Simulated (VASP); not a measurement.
Ca7PbS8, 64 atoms in the cell. The typed cell holds 64 atoms: a = 11.350 Å, b = 11.350 Å, c = 11.350 Å, α = 90.00°, β = 90.00°, γ = 90.00°. 

```yaml
Program: VASP 6.6.1
Task: single point
Functional: PBEsol
Potentials_or_basis: VASP PAW PBE potentials, release 64 (S, Ca_sv, Pb_d)
Cutoff: 500 eV
k_mesh: 1 × 1 × 1, shifted
Occupations: fermi-dirac, width 0.05 eV
Spin: no spin polarisation
Dipole_correction: no
Further_INCAR_settings: LREAL = Auto; ALGO = Normal; EDIFF = 1e-06; NBANDS = 302; ISYM = -1
```

Potentials or basis: VASP PAW PBE potentials, release 64 (S, Ca_sv, Pb_d).

Run with:

```console
$ cat potpaw_PBE.64/S/POTCAR potpaw_PBE.64/Ca_sv/POTCAR potpaw_PBE.64/Pb_d/POTCAR > POTCAR
$ mpirun -np 1 vasp_std > vasp.out
```

Hardware: 1 thread of AMD EPYC 7R43 64-Core Processor (Zen 3), on a shared host.

**Question.** How long does it take, and how much memory?

**Answer.** Wall time 20 min on 1 thread of AMD EPYC 7R43 64-Core Processor (Zen 3), on a shared host, peak memory 1.2 GiB. Counts: scf iterations 16, k points 1.
